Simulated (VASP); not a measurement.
# Ga3N2 (Pm-3m) in VASP: notebook

Runs on Ga3N2. Level: PBE. Tasks: single point, relaxation of cell and atoms.

Program: VASP 6.6.1. These are calculated values, not measurements. Logs are shortened: lines on timing, memory, paths and dates and some standing lists are left out, and cuts for length are marked.

## Step 1: The cell of the first run

Symmetry: Pm-3m, No. 221, cubic system. Conventional cell: a = 4.180 Å, b = 4.180 Å, c = 4.180 Å, α = 90.00°, β = 90.00°, γ = 90.00°. Within 2.8 Å of Ga (site symmetry 4/mmm) lie 2 N at 2.09 Å. Within 3.9 Å of N (site symmetry m-3m) lie 12 Ga at 2.96 Å and 8 N at 3.62 Å. Within 2.8 Å of N (site symmetry m-3m) lie 6 Ga at 2.09 Å.

## Step 2: Single point, PBE

Contents of INCAR:

```
SYSTEM = Ga3N2
PREC = Accurate ; ENCUT = 520
EDIFF = 1E-7 ; ISMEAR = 0
SIGMA = 0.1 ; LREAL = .FALSE.
LASPH = .TRUE. ; NELM = 60
ALGO = Normal ; ISIF = 2
LWAVE = .FALSE. ; LCHARG = .TRUE.
GGA = PE ; LELF = .TRUE.
LVHAR = .TRUE. ; NBANDS = 32
```

Contents of KPOINTS:

```
regular mesh
0
G
  4 4 4
  0 0 0
```

Contents of POSCAR:

```
Ga3N2
1.0
    4.1798029988      0.0000000000      0.0000000000
    0.0000000000      4.1798029988      0.0000000000
    0.0000000000      0.0000000000      4.1798029988
Ga N
3 2
Direct
    0.0000000000      0.5000000000      0.5000000000
    0.5000000000      0.0000000000      0.5000000000
    0.5000000000      0.5000000000      0.0000000000
    0.0000000000      0.0000000000      0.0000000000
    0.5000000000      0.5000000000      0.5000000000
```

Potentials or basis: VASP PAW PBE potentials, release 64 (Ga_d, N).

Started as:

```
$ cat potpaw_PBE.64/Ga_d/POTCAR potpaw_PBE.64/N/POTCAR > POTCAR
$ mpirun -np 1 vasp_std > vasp.out
```

OUTCAR:

```text
SYSTEM = Ga3N2
   PREC = Accurate
   ENCUT = 520
   EDIFF = 1E-7
   ISMEAR = 0
   LREAL = .FALSE.
   LASPH = .TRUE.
   NELM = 60
   ISIF = 2
   GGA = PE

 ion  position               nearest neighbor table
   1  0.000  0.500  0.500-   5 2.09   5 2.09
   2  0.500  0.000  0.500-   5 2.09   5 2.09
   3  0.500  0.500  0.000-   5 2.09   5 2.09
   4  0.000  0.000  0.000-
   5  0.500  0.500  0.500-   1 2.09   2 2.09   3 2.09   3 2.09   2 2.09   1 2.09

  LATTYP: Found a simple cubic cell.
 ALAT       =     4.1798029988

  Lattice vectors:

 A1 = (   4.1798029988,   0.0000000000,   0.0000000000)
 A2 = (   0.0000000000,   4.1798029988,   0.0000000000)
 A3 = (   0.0000000000,   0.0000000000,   4.1798029988)

Analysis of symmetry for initial positions (statically):
=====================================================================
 Subroutine PRICEL returns:
 Original cell was already a primitive cell.

 Routine SETGRP: Setting up the symmetry group for a
 simple cubic supercell.

 Subroutine GETGRP returns: Found 48 space group operations
 (whereof 48 operations were pure point group operations)
 out of a pool of 48 trial point group operations.

The static configuration has the point symmetry O_h .

Analysis of symmetry for dynamics (positions and initial velocities):
=====================================================================
 Subroutine PRICEL returns:
 Original cell was already a primitive cell.

 Routine SETGRP: Setting up the symmetry group for a
 simple cubic supercell.

 Subroutine GETGRP returns: Found 48 space group operations
 (whereof 48 operations were pure point group operations)
 out of a pool of 48 trial point group operations.

The dynamic configuration has the point symmetry O_h .

 Subroutine INISYM returns: Found 48 space group operations
 (whereof 48 operations are pure point group operations),
 and found     1 'primitive' translations

----------------------------------------------------------------------------------------

                                     Primitive cell

  volume of cell :      73.0243

  direct lattice vectors                    reciprocal lattice vectors
     4.179802999  0.000000000  0.000000000     0.239245725  0.000000000  0.000000000
     0.000000000  4.179802999  0.000000000     0.000000000  0.239245725  0.000000000
     0.000000000  0.000000000  4.179802999     0.000000000  0.000000000  0.239245725

  length of vectors
     4.179802999  4.179802999  4.179802999     0.239245725  0.239245725  0.239245725

  position of ions in fractional coordinates (direct lattice)
     0.000000000  0.500000000  0.500000000
     0.500000000  0.000000000  0.500000000
     0.500000000  0.500000000  0.000000000
     0.000000000  0.000000000  0.000000000
     0.500000000  0.500000000  0.500000000

  ion indices of the primitive-cell ions
   primitive index   ion index
                 1           1
                 2           2
                 3           3
                 4           4
                 5           5

----------------------------------------------------------------------------------------

 KPOINTS: regular mesh

Automatic generation of k-mesh.
 Grid dimensions read from file:
 generate k-points for:    4    4    4

 Generating k-lattice:

  Cartesian coordinates                     Fractional coordinates (reciprocal lattice)
     0.059811431  0.000000000  0.000000000     0.250000000  0.000000000  0.000000000
     0.000000000  0.059811431  0.000000000     0.000000000  0.250000000  0.000000000
     0.000000000  0.000000000  0.059811431     0.000000000  0.000000000  0.250000000

  Length of vectors
     0.059811431  0.059811431  0.059811431

  Shift w.r.t. Gamma in fractional coordinates (k-lattice)
     0.000000000  0.000000000  0.000000000

 Subroutine IBZKPT returns following result:
 ===========================================

 Found     10 irreducible k-points:

 Following reciprocal coordinates:
            Coordinates               Weight
  0.000000  0.000000  0.000000      1.000000
  0.250000  0.000000  0.000000      6.000000
  0.500000  0.000000  0.000000      3.000000
  0.250000  0.250000  0.000000     12.000000
  0.500000  0.250000  0.000000     12.000000
  0.500000  0.500000  0.000000      3.000000
  0.250000  0.250000  0.250000      8.000000
  0.500000  0.250000  0.250000     12.000000
  0.500000  0.500000  0.250000      6.000000
  0.500000  0.500000  0.500000      1.000000
   k-points           NKPTS =     10   k-points in BZ     NKDIM =     10   number of bands    NBANDS=     32
   number of dos      NEDOS =    301   number of ions     NIONS =      5
   total plane-waves  NPLWV =  32768
   dimension x,y,z NGX =    32 NGY =   32 NGZ =   32
   dimension x,y,z NGXF=    64 NGYF=   64 NGZF=   64
   ions per type =               3   2
   NGX,Y,Z   is equivalent  to a cutoff of  12.73, 12.73, 12.73 a.u.
   NGXF,Y,Z  is equivalent  to a cutoff of  25.46, 25.46, 25.46 a.u.
 SYSTEM =  Ga3N2
   PREC   = accura    normal or accurate (medium, high low for compatibility)
   ISTART =      0    job   : 0-new  1-cont  2-samecut
   ICHARG =      2    charge: 1-file 2-atom 10-const
   ISPIN  =      1    spin polarized calculation?
   LNONCOLLINEAR =      F non collinear calculations
   LSORBIT =      F    spin-orbit coupling
   LASPH  =      T    aspherical Exc in radial PAW
   ENCUT  =  520.0 eV  38.22 Ry    6.18 a.u.   7.77  7.77  7.77*2*pi/ulx,y,z
   NELM   =     60;   NELMIN=  2; NELMDL= -5     # of ELM steps
   EDIFF  = 0.1E-06   stopping-criterion for ELM
   LREAL  =      F    real-space projection
   EDIFFG = 0.1E-05   stopping-criterion for IOM
   NSW    =      0    number of steps for IOM
   IBRION =     -1    ionic relax: 0-MD 1-quasi-New 2-CG
   NFREE  =      0    steps in history (QN), initial steepest desc. (CG)
   ISIF   =      2    stress and relaxation
   ISYM   =      2    0-nonsym 1-usesym 2-fastsym
   POTIM  = 0.5000    time-step for ionic-motion
   TEBEG  =    0.0;   TEEND  =   0.0 temperature during run
   PSTRESS=    0.0 pullay stress
   NELECT =      49.0000    total number of electrons
   NUPDOWN=      -1.0000    fix difference up-down
   EMIN   =  10.00;   EMAX   =-10.00  energy-range for DOS
   EFERMI =   0.00;   METHOD = LEGACY
   ISMEAR =     0;   SIGMA  =   0.10  broadening in eV -4-tet -1-fermi 0-gaus
   EFERMI_NEDOS =   21; number of points for ismear=-14 and -15
   IALGO  =     38    algorithm
   IMIX   =      4    mixing-type and parameters
     AMIX     =   0.40;   BMIX     =  1.00
     AMIX_MAG =   1.60;   BMIX_MAG =  1.00
  volume/ion in A,a.u.               =      14.60        98.56
  Fermi-wavevector in a.u.,A,eV,Ry     =   1.433236  2.708423 27.948618  2.054165
  Thomas-Fermi vector in A             =   2.552776
   LORBIT       =      0    0 simple, 1 ext, 2 COOP (PROOUT), +10 PAW based schemes
   GGA     = PE    functional components
   LHFCALC =     F    Hartree Fock is set to
   AEXX    =    0.0000 exact exchange contribution
   IVDW    =     0    specifies the selected vdW correction
   LEPSILON=     F    determine dielectric tensor
   LRPA    =     F    only Hartree local field effects (RPA)
 non-spin polarized calculation
 Gauss-broadening in eV      SIGMA  =   0.10
  energy-cutoff  :      520.00
  volume of cell :       73.02
 maximum number of plane-waves:      1986
 NGX is ok and might be reduce to    32
   NGX = 15   NGY = 15   NGZ = 15

 number of electron      48.9999964 magnetization

 Free energy of the ion-electron system (eV)
  ---------------------------------------------------
  ext. energy  EPLUGINS =         0.00000000
  ---------------------------------------------------
  free energy    TOTEN  =       -19.54918158 eV

  energy without entropy =      -19.53778648  energy(sigma->0) =      -19.54348403

 E-fermi :   5.3294     XC(G=0): -11.0874

 val. band max:        5.2542642131   @ k =   0.2500   0.0000   0.0000
 cond. band min:       5.4151327372   @ k =   0.5000   0.2500   0.2500
 fundamental gap:      0.1608685241
 Fermi energy:         5.3294079414

 k-point     1 :       0.0000    0.0000    0.0000
  band No.  band energies     occupation
      1     -12.7323      2.00000
      2     -10.1586      2.00000
      3     -10.1586      2.00000
      4     -10.1586      2.00000
      5     -10.0539      2.00000
      6     -10.0539      2.00000
[... 24 lines left out ...]
     31      10.7480      0.00000
     32      10.7480      0.00000

 k-point     2 :       0.2500    0.0000    0.0000
  band No.  band energies     occupation
      1     -12.5430      2.00000
      2     -10.1500      2.00000
      3     -10.1141      2.00000
      4     -10.1141      2.00000
      5     -10.0478      2.00000
      6     -10.0226      2.00000
[... 24 lines left out ...]
     31       9.7675      0.00000
     32       9.7675      0.00000

 k-point     3 :       0.5000    0.0000    0.0000
  band No.  band energies     occupation
      1     -12.3188      2.00000
      2     -10.1407      2.00000
      3     -10.1106      2.00000
      4     -10.0410      2.00000
      5     -10.0055      2.00000
      6     -10.0055      2.00000
[... 24 lines left out ...]
     31       9.2235      0.00000
     32      10.8954      0.00000

 k-point     4 :       0.2500    0.2500    0.0000
  band No.  band energies     occupation
      1     -12.3422      2.00000
      2     -10.1290      2.00000
      3     -10.1089      2.00000
      4     -10.0854      2.00000
      5     -10.0417      2.00000
      6     -10.0111      2.00000
[... 164 lines left out ...]
     31      11.9746      0.00000
     32      12.3137      0.00000

 k-point     9 :       0.5000    0.5000    0.2500
  band No.  band energies     occupation
      1     -11.5193      2.00000
      2     -10.2408      2.00000
      3     -10.2408      2.00000
      4     -10.0996      2.00000
      5     -10.0805      2.00000
      6     -10.0341      2.00000
[... 24 lines left out ...]
     31      13.0203      0.00000
     32      13.0203      0.00000

 k-point    10 :       0.5000    0.5000    0.5000
  band No.  band energies     occupation
      1     -11.0145      2.00000
      2     -10.2793      2.00000
      3     -10.2793      2.00000
      4     -10.2793      2.00000
      5     -10.1224      2.00000
      6     -10.0427      2.00000
[... 24 lines left out ...]
     31      13.7596      0.00000
     32      13.7596      0.00000

------------------------ aborting loop because EDIFF is reached ----------------------------------------

  FORCE on cell =-STRESS in cart. coord.  units (eV):
  Direction    XX          YY          ZZ          XY          YZ          ZX
  --------------------------------------------------------------------------------------
  -------------------------------------------------------------------------------------
  Total        0.0130828      0.0130828      0.0130828     -0.0000000     -0.0000000     -0.0000000
  in kB        0.2870416      0.2870416      0.2870416     -0.0000000     -0.0000000     -0.0000000
  external PRESSURE =       0.2870416 kB  Pullay stress =       0.0000000 kB

 VOLUME and BASIS-vectors are now :
 -----------------------------------------------------------------------------
  energy-cutoff  :      520.00
  volume of cell :       73.02
      direct lattice vectors                 reciprocal lattice vectors
     4.179802999  0.000000000  0.000000000     0.239245725  0.000000000  0.000000000
     0.000000000  4.179802999  0.000000000     0.000000000  0.239245725  0.000000000
     0.000000000  0.000000000  4.179802999     0.000000000  0.000000000  0.239245725

 POSITION                                       TOTAL-FORCE (eV/Angst)
 -----------------------------------------------------------------------------------
      0.00000      2.08990      2.08990         0.000000      0.000000      0.000000
      2.08990      0.00000      2.08990         0.000000      0.000000      0.000000
      2.08990      2.08990      0.00000         0.000000      0.000000      0.000000
      0.00000      0.00000      0.00000         0.000000      0.000000      0.000000
      2.08990      2.08990      2.08990         0.000000      0.000000      0.000000
 -----------------------------------------------------------------------------------
    total drift:                                0.000000     -0.000000     -0.000000

  FREE ENERGIE OF THE ION-ELECTRON SYSTEM (eV)
  ---------------------------------------------------
  free  energy   TOTEN  =       -19.5491815835 eV

  energy  without entropy=      -19.5377864835  energy(sigma->0) =      -19.54348403
```

It took 29 s on 1 thread of Intel Xeon Platinum 8259CL at 2.50GHz (Skylake/Cascade Lake), shared host; peak memory 0.18 GiB.

What came out:

| Quantity | Value |
| --- | --- |
| Free energy | -19.5492 eV |
| Pressure | 0.0 GPa |

Levels at points of the mesh, in eV from the Fermi level:
```csv
k point,band 21,band 22,band 23,band 24,band 25,band 26,band 27,band 28
"(0.00, 0.00, 0.00)",-4.60,-2.44,-2.44,-1.59,-1.59,-1.59,4.84,4.84
"(0.50, 0.00, 0.00)",-5.49,-1.81,-1.81,-1.75,0.70,0.71,2.20,3.72
"(0.50, 0.50, 0.00)",-3.14,-1.97,-1.97,-1.33,-1.25,2.33,2.33,2.58
"(0.50, 0.50, 0.50)",-4.02,-4.02,-4.02,1.77,1.77,1.77,2.39,2.39
```

Caveat: the k points lie up to 0.38 Å⁻¹ apart.

## Step 3: Single point, PBE

This run uses another cell than the first one, of 17.77 Å³/atom, 1.217 times its volume.

Contents of INCAR:

```
  ALGO = Normal
  EDIFF = 1E-7
  ENCUT = 520
  GGA = PE
  ISIF = 2
  ISMEAR = 0
  LASPH = True
  LCHARG = False
  LREAL = False
  LWAVE = False
  NBANDS = 32
  NELM = 100
  PREC = Accurate
  SIGMA = 0.1
```

Contents of KPOINTS:

```
k-points
0
Gamma
  4 4 4
```

POSCAR, as its differences from that of step 2:

```diff
@@ -2,5 +2,5 @@
 1.0
-    4.1798029988      0.0000000000      0.0000000000
-    0.0000000000      4.1798029988      0.0000000000
-    0.0000000000      0.0000000000      4.1798029988
+    4.4626497000      0.0000000000      0.0000000000
+    0.0000000000      4.4626497000      0.0000000000
+    0.0000000000      0.0000000000      4.4626497000
 Ga N
```

Potentials or basis: VASP PAW PBE potentials, release 64 (Ga_d, N).

Started as:

```
$ cat potpaw_PBE.64/Ga_d/POTCAR potpaw_PBE.64/N/POTCAR > POTCAR
$ mpirun -np 1 vasp_std > vasp.out
```

Wall time 40 s (1 thread of Intel Xeon Platinum 8259CL at 2.50GHz (Skylake/Cascade Lake), shared host); peak memory 0.2 GiB.

Results (log left out):

```
Free energy : -19.0358 eV
Pressure    : -9.0 GPa
```

Levels at points of the mesh, in eV from the Fermi level:
```tsv
k point	band 20	band 21	band 22	band 23	band 24	band 25	band 26	band 27	band 28	band 29
(0.00, 0.00, 0.00)	-4.92	-4.66	-2.47	-2.47	-0.86	-0.86	-0.86	4.45	4.45	4.45
(0.50, 0.00, 0.00)	-4.56	-4.56	-2.04	-1.02	-1.02	0.61	0.80	2.60	3.65	3.65
(0.50, 0.50, 0.00)	-4.28	-3.18	-1.19	-1.19	-0.64	-0.60	2.07	2.07	2.65	2.65
(0.50, 0.50, 0.50)	-6.47	-2.76	-2.76	-2.76	1.49	1.49	1.49	2.36	2.36	2.36
```

## Step 4: Relaxation of cell and atoms, PBE

This run uses another cell than the first one, of 17.77 Å³/atom, 1.217 times its volume.

Contents of INCAR:

```
SYSTEM = Ga3N2
ALGO = Normal ; EDIFF = 1E-6
EDIFFG = -0.04 ; ENCUT = 600
GGA = PE ; IBRION = 2
ISIF = 3 ; ISMEAR = 0
LASPH = .TRUE. ; LCHARG = .FALSE.
LREAL = .FALSE. ; LWAVE = .FALSE.
NELM = 100 ; NSW = 90
PREC = Accurate ; SIGMA = 0.1
```

Contents of KPOINTS:

```
k-points
0
G
  4 4 4
  0 0 0
```

POSCAR is that of step 3.

Started as:

```
$ cat potpaw_PBE.64/Ga_d/POTCAR potpaw_PBE.64/N/POTCAR > POTCAR
$ mpirun -np 1 vasp_std > vasp.out
```

Run time: 2.1 min. Hardware: 1 thread of Intel Xeon Platinum 8259CL at 2.50GHz (Skylake/Cascade Lake), shared host; peak memory 0.22 GiB.

Results (log left out):

| Property | Result |
| --- | --- |
| Free energy | -19.5681 eV |
| Relaxed volume | 14.61 Å³/atom |
| Relaxed cell | a = 4.180 Å, b = 4.180 Å, c = 4.180 Å, α = 90.00°, β = 90.00°, γ = 90.00° |
| Space group after relaxing (to 0.05 Å) | Pm-3m (No. 221) |
| Energy gained by relaxing | 105.9 meV/atom |
| Ionic steps | 4 |
| Pressure after relaxing | -0.1 GPa |

Step by step:
```csv
step,energy change (eV),largest force (eV/Å),pressure (GPa),volume (Å³)
1,0.0000,0.0000,-9.13,88.87
2,-0.4924,0.0000,-3.14,76.47
3,-0.5285,0.0000,0.68,72.35
4,-0.5297,0.0000,-0.11,73.04
```

Final structure:
```cif
data_structure
_symmetry_space_group_name_H-M 'P 1'
_symmetry_Int_Tables_number 1
_cell_length_a 4.1802
_cell_length_b 4.1802
_cell_length_c 4.1802
_cell_angle_alpha 90.000
_cell_angle_beta 90.000
_cell_angle_gamma 90.000
_cell_volume 73.04
loop_
_atom_site_label
_atom_site_type_symbol
_atom_site_fract_x
_atom_site_fract_y
_atom_site_fract_z
_atom_site_occupancy
Ga1 Ga 0.00000 0.50000 0.50000 1
Ga2 Ga 0.50000 0.00000 0.50000 1
Ga3 Ga 0.50000 0.50000 0.00000 1
N1 N 0.00000 0.00000 0.00000 1
N2 N 0.50000 0.50000 0.50000 1
```

Levels at points of the mesh, in eV from the Fermi level:
```csv
k point,band 22,band 23,band 24,band 25,band 26,band 27
"(0.00, 0.00, 0.00)",-2.44,-2.44,-1.58,-1.58,-1.58,4.84
"(0.50, 0.00, 0.00)",-1.81,-1.81,-1.75,0.70,0.71,2.20
"(0.50, 0.50, 0.00)",-1.97,-1.97,-1.33,-1.25,2.34,2.34
"(0.50, 0.50, 0.50)",-4.02,-4.02,1.77,1.77,1.77,2.39
```

Caveat: the volume moved by over 15 % at a fixed basis, so the end points are rough.

(Continued in part 2 of 2.)
